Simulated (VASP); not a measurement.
# ZnS (zincblende type) (F-43m) in VASP: single point with LDA

Aim: the single point of ZnS (zincblende type) with LDA.

All numbers are computed with VASP 6.6.1; they aren't measurements. Logs are shortened: lines on timing, memory, paths and dates and some standing lists are left out, and cuts for length are marked.

## (1) The cell of the first run

Symmetry: F-43m, No. 216, cubic system. Conventional cell: a = 4.340 Å, b = 4.340 Å, c = 4.340 Å, α = 90.00°, β = 90.00°, γ = 90.00°. Within 2.5 Å of Zn (site symmetry -43m) lie 4 S at 1.88 Å. Within 2.5 Å of S (site symmetry -43m) lie 4 Zn at 1.88 Å.

## (2) Single point, LDA (10.22 Å³/atom)

Input file POSCAR:

```
ZnS
1.0
    0.0000000000      2.1698891222      2.1698891222
    2.1698891222      0.0000000000      2.1698891222
    2.1698891222      2.1698891222      0.0000000000
Zn S
1 1
Direct
    0.0000000000      0.0000000000      0.0000000000
    0.2500000000      0.2500000000      0.2500000000
```

Input file INCAR.step1:

```
  PREC = Accurate
  ENCUT = 400
  EDIFF = 1E-6
  ISMEAR = -1
  SIGMA = 0.05
  LREAL = False
  LASPH = True
  NELM = 120
  ALGO = Normal
  ISIF = 2
  LWAVE = False
  LCHARG = True
  GGA = CA
  NBANDS = 16
  GGA_COMPAT = False
  NEDOS = 2001
  LORBIT = 11
```

Input file KPOINTS.step1:

```
regular mesh
0
Gamma
  12 12 12
```

Input file INCAR.step2:

```
  PREC = Accurate
  ENCUT = 400
  EDIFF = 1E-6
  ISMEAR = -5
  SIGMA = 0.05
  LREAL = False
  LASPH = True
  NELM = 120
  ALGO = Normal
  ISIF = 2
  LWAVE = False
  LCHARG = False
  GGA = CA
  LORBIT = 11
  NEDOS = 1001
  ICHARG = 11
  GGA_COMPAT = False
```

Input file KPOINTS.step2:

```
regular mesh
0
Gamma
  18 18 18
```

Potentials or basis: VASP PAW LDA potentials, release 64 (Zn, S).

The run is started by

```bash
> cat potpaw_LDA.64/Zn/POTCAR potpaw_LDA.64/S/POTCAR > POTCAR
> cp INCAR.step1 INCAR
> cp KPOINTS.step1 KPOINTS
> mpirun -np 1 vasp_std > vasp.out
> cp INCAR.step2 INCAR
> cp KPOINTS.step2 KPOINTS
> mpirun -np 1 vasp_std > vasp.out
```

OUTCAR:

```text
PREC = Accurate
   ENCUT = 400
   EDIFF = 1E-6
   ISMEAR = -5
   LREAL = False
   LASPH = True
   NELM = 120
   ISIF = 2
   GGA = CA
   LORBIT = 11
   ICHARG = 11

 ion  position               nearest neighbor table
   1  0.000  0.000  0.000-   2 1.88   2 1.88   2 1.88   2 1.88
   2  0.250  0.250  0.250-   1 1.88   1 1.88   1 1.88   1 1.88

  LATTYP: Found a face centered cubic cell.
 ALAT       =     4.3397782444

  Lattice vectors:

 A1 = (   0.0000000000,   2.1698891222,   2.1698891222)
 A2 = (   2.1698891222,   0.0000000000,   2.1698891222)
 A3 = (   2.1698891222,   2.1698891222,   0.0000000000)

Analysis of symmetry for initial positions (statically):
=====================================================================
 Subroutine PRICEL returns:
 Original cell was already a primitive cell.

 Routine SETGRP: Setting up the symmetry group for a
 face centered cubic supercell.

 Subroutine GETGRP returns: Found 24 space group operations
 (whereof 24 operations were pure point group operations)
 out of a pool of 48 trial point group operations.

The static configuration has the point symmetry T_d .

Analysis of symmetry for dynamics (positions and initial velocities):
=====================================================================
 Subroutine PRICEL returns:
 Original cell was already a primitive cell.

 Routine SETGRP: Setting up the symmetry group for a
 face centered cubic supercell.

 Subroutine GETGRP returns: Found 24 space group operations
 (whereof 24 operations were pure point group operations)
 out of a pool of 48 trial point group operations.

The dynamic configuration has the point symmetry T_d .

 Subroutine INISYM returns: Found 24 space group operations
 (whereof 24 operations are pure point group operations),
 and found     1 'primitive' translations

----------------------------------------------------------------------------------------

                                     Primitive cell

  volume of cell :      20.4335

  direct lattice vectors                    reciprocal lattice vectors
     0.000000000  2.169889122  2.169889122    -0.230426520  0.230426520  0.230426520
     2.169889122  0.000000000  2.169889122     0.230426520 -0.230426520  0.230426520
     2.169889122  2.169889122  0.000000000     0.230426520  0.230426520 -0.230426520

  length of vectors
     3.068686625  3.068686625  3.068686625     0.399110441  0.399110441  0.399110441

  position of ions in fractional coordinates (direct lattice)
     0.000000000  0.000000000  0.000000000
     0.250000000  0.250000000  0.250000000

  ion indices of the primitive-cell ions
   primitive index   ion index
                 1           1
                 2           2

----------------------------------------------------------------------------------------

 KPOINTS: regular mesh

Automatic generation of k-mesh.
 Grid dimensions read from file:
 generate k-points for:   18   18   18

 Generating k-lattice:

  Cartesian coordinates                     Fractional coordinates (reciprocal lattice)
    -0.012801473  0.012801473  0.012801473     0.055555556  0.000000000  0.000000000
     0.012801473 -0.012801473  0.012801473     0.000000000  0.055555556  0.000000000
     0.012801473  0.012801473 -0.012801473     0.000000000  0.000000000  0.055555556

  Length of vectors
     0.022172802  0.022172802  0.022172802

  Shift w.r.t. Gamma in fractional coordinates (k-lattice)
     0.000000000  0.000000000  0.000000000

 TETIRR: Found    806 inequivalent tetrahedra from    34992

 Subroutine IBZKPT returns following result:
 ===========================================

 Found    195 irreducible k-points:

 Following reciprocal coordinates:
            Coordinates               Weight
  0.000000  0.000000  0.000000      1.000000
  0.055556  0.000000  0.000000      8.000000
  0.111111  0.000000  0.000000      8.000000
  0.166667  0.000000  0.000000      8.000000
  0.222222  0.000000  0.000000      8.000000
  0.277778  0.000000  0.000000      8.000000
[... 16 lines left out ...]
 -0.277778  0.055556  0.000000     24.000000
 -0.222222  0.055556  0.000000     24.000000
 [... further k-points ...]
   k-points           NKPTS =    195   k-points in BZ     NKDIM =    195   number of bands    NBANDS=     13
   number of dos      NEDOS =   1001   number of ions     NIONS =      2
   total plane-waves  NPLWV =   8000
   dimension x,y,z NGX =    20 NGY =   20 NGZ =   20
   dimension x,y,z NGXF=    40 NGYF=   40 NGZF=   40
   ions per type =               1   1
   NGX,Y,Z   is equivalent  to a cutoff of  10.83, 10.83, 10.83 a.u.
   NGXF,Y,Z  is equivalent  to a cutoff of  21.67, 21.67, 21.67 a.u.
 SYSTEM =  unknown system
   PREC   = accura    normal or accurate (medium, high low for compatibility)
   ISTART =      0    job   : 0-new  1-cont  2-samecut
   ICHARG =     11    charge: 1-file 2-atom 10-const
   ISPIN  =      1    spin polarized calculation?
   LNONCOLLINEAR =      F non collinear calculations
   LSORBIT =      F    spin-orbit coupling
   LASPH  =      T    aspherical Exc in radial PAW
   ENCUT  =  400.0 eV  29.40 Ry    5.42 a.u.   5.00  5.00  5.00*2*pi/ulx,y,z
   NELM   =    120;   NELMIN=  2; NELMDL=  0     # of ELM steps
   EDIFF  = 0.1E-05   stopping-criterion for ELM
   LREAL  =      F    real-space projection
   EDIFFG = 0.1E-04   stopping-criterion for IOM
   NSW    =      0    number of steps for IOM
   IBRION =     -1    ionic relax: 0-MD 1-quasi-New 2-CG
   NFREE  =      0    steps in history (QN), initial steepest desc. (CG)
   ISIF   =      2    stress and relaxation
   ISYM   =      2    0-nonsym 1-usesym 2-fastsym
   POTIM  = 0.5000    time-step for ionic-motion
   TEBEG  =    0.0;   TEEND  =   0.0 temperature during run
   PSTRESS=    0.0 pullay stress
   NELECT =      18.0000    total number of electrons
   NUPDOWN=      -1.0000    fix difference up-down
   EMIN   =  10.00;   EMAX   =-10.00  energy-range for DOS
   EFERMI =   0.00;   METHOD = LEGACY
   ISMEAR =    -5;   SIGMA  =   0.05  broadening in eV -4-tet -1-fermi 0-gaus
   EFERMI_NEDOS =   21; number of points for ismear=-14 and -15
   IALGO  =     38    algorithm
   IMIX   =      4    mixing-type and parameters
     AMIX     =   0.40;   BMIX     =  1.00
     AMIX_MAG =   1.60;   BMIX_MAG =  1.00
  volume/ion in A,a.u.               =      10.22        68.95
  Fermi-wavevector in a.u.,A,eV,Ry     =   1.569344  2.965630 33.508976  2.462840
  Thomas-Fermi vector in A             =   2.671240
   LORBIT       =     11    0 simple, 1 ext, 2 COOP (PROOUT), +10 PAW based schemes
   GGA     = CA    functional components
   LHFCALC =     F    Hartree Fock is set to
   AEXX    =    0.0000 exact exchange contribution
   IVDW    =     0    specifies the selected vdW correction
   LEPSILON=     F    determine dielectric tensor
   LRPA    =     F    only Hartree local field effects (RPA)
 non-spin polarized calculation
 Fermi weights with tetrahedron method with Bloechl corrections
  energy-cutoff  :      400.00
  volume of cell :       20.43
 maximum number of plane-waves:       388

 number of electron      18.0000027 magnetization

 Free energy of the ion-electron system (eV)
  ---------------------------------------------------
  ext. energy  EPLUGINS =         0.00000000
  ---------------------------------------------------
  free energy    TOTEN  =        -2.22753617 eV

  energy without entropy =       -2.22753617  energy(sigma->0) =       -2.22753617

 E-fermi :  11.1740     XC(G=0): -13.3985

 val. band max:       11.1486971055   @ k =   0.0000   0.0000   0.0000
 cond. band min:      12.2689598697   @ k =   0.5000   0.5000   0.0000
 fundamental gap:      1.1202627642
 Fermi energy:        11.1739503467

 k-point     1 :       0.0000    0.0000    0.0000
  band No.  band energies     occupation
      1      -9.1312      2.00000
      2      -0.7700      2.00000
      3      -0.7700      2.00000
      4      -0.7700      2.00000
      5       0.6921      2.00000
      6       0.6921      2.00000
      7      11.1487      2.00000
      8      11.1487      2.00000
      9      11.1487      2.00000
     10      15.8328      0.00000
     11      15.8328      0.00000
     12      15.8328      0.00000
     13      16.2515      0.00000

 k-point     2 :       0.0556    0.0000    0.0000
  band No.  band energies     occupation
      1      -9.0726      2.00000
      2      -0.7839      2.00000
      3      -0.7567      2.00000
      4      -0.7567      2.00000
      5       0.6888      2.00000
      6       0.6888      2.00000
      7      10.6338      2.00000
      8      11.0379      2.00000
      9      11.0379      2.00000
     10      15.8690      0.00000
     11      15.9796      0.00000
     12      15.9796      0.00000
     13      16.6028      0.00000

 k-point     3 :       0.1111    0.0000    0.0000
  band No.  band energies     occupation
      1      -8.8991      2.00000
      2      -0.8220      2.00000
      3      -0.7192      2.00000
      4      -0.7192      2.00000
      5       0.6809      2.00000
      6       0.6809      2.00000
      7       9.4421      2.00000
      8      10.7495      2.00000
      9      10.7495      2.00000
     10      15.8098      0.00000
     11      16.3503      0.00000
     12      16.3503      0.00000
     13      17.4896      0.00000
[... 305 lines left out ...]
 k-point    23 :      -0.2778    0.0556    0.0000
  band No.  band energies     occupation
      1      -7.6000      2.00000
      2      -0.9810      2.00000
      3      -0.5309      2.00000
      4      -0.5211      2.00000
      5       0.6576      2.00000
      6       0.7657      2.00000
      7       4.6387      2.00000
      8       8.8003      2.00000
      9       9.6998      2.00000
     10      15.5706      0.00000
     11      16.9235      0.00000
     12      17.1370      0.00000
     13      20.1555      0.00000

 k-point    24 :      -0.2222    0.0556    0.0000
  band No.  band energies     occupation
      1      -8.0554      2.00000
      2      -0.9550      2.00000
      3      -0.5744      2.00000
      4      -0.5741      2.00000
      5       0.6337      2.00000
      6       0.7340      2.00000
      7       6.0403      2.00000
      8       9.1234      2.00000
      9      10.1166      2.00000
     10      15.7438      0.00000
     11      16.9140      0.00000
     12      17.2841      0.00000
     13      19.4082      0.00000

 [... further k-points ...]

------------------------ aborting loop because EDIFF is reached ----------------------------------------

  FORCE on cell =-STRESS in cart. coord.  units (eV):
  Direction    XX          YY          ZZ          XY          YZ          ZX
  --------------------------------------------------------------------------------------
  -------------------------------------------------------------------------------------
  Total       24.9539152     24.9539152     24.9539152      0.0000000      0.0000000      0.0000000
  in kB     1956.6207441   1956.6207441   1956.6207441      0.0000000      0.0000000      0.0000000
  external PRESSURE =    1956.6207441 kB  Pullay stress =       0.0000000 kB

 VOLUME and BASIS-vectors are now :
 -----------------------------------------------------------------------------
  energy-cutoff  :      400.00
  volume of cell :       20.43
      direct lattice vectors                 reciprocal lattice vectors
     0.000000000  2.169889122  2.169889122    -0.230426520  0.230426520  0.230426520
     2.169889122  0.000000000  2.169889122     0.230426520 -0.230426520  0.230426520
     2.169889122  2.169889122  0.000000000     0.230426520  0.230426520 -0.230426520

 POSITION                                       TOTAL-FORCE (eV/Angst)
 -----------------------------------------------------------------------------------
      0.00000      0.00000      0.00000        -0.000000     -0.000000     -0.000000
      1.08494      1.08494      1.08494         0.000000      0.000000      0.000000
 -----------------------------------------------------------------------------------
    total drift:                                0.000004      0.000004      0.000006

  FREE ENERGIE OF THE ION-ELECTRON SYSTEM (eV)
  ---------------------------------------------------
  free  energy   TOTEN  =        -2.2275361663 eV

  energy  without entropy=       -2.2275361663  energy(sigma->0) =       -2.22753617

 total charge

# of ion       s       p       d       tot
------------------------------------------
    1        0.865   1.463  10.058  12.386
    2        1.340   2.901   0.000   4.241
--------------------------------------------------
tot          2.205   4.364  10.058  16.627
```

Wall time 71 s (1 thread of Intel Xeon 8259CL, shared host); peak memory 0.11 GiB.

What came out:

```yaml
Valence_electrons_inside_the_program's_atomic_spheres: Zn 12.39; S 4.24
```
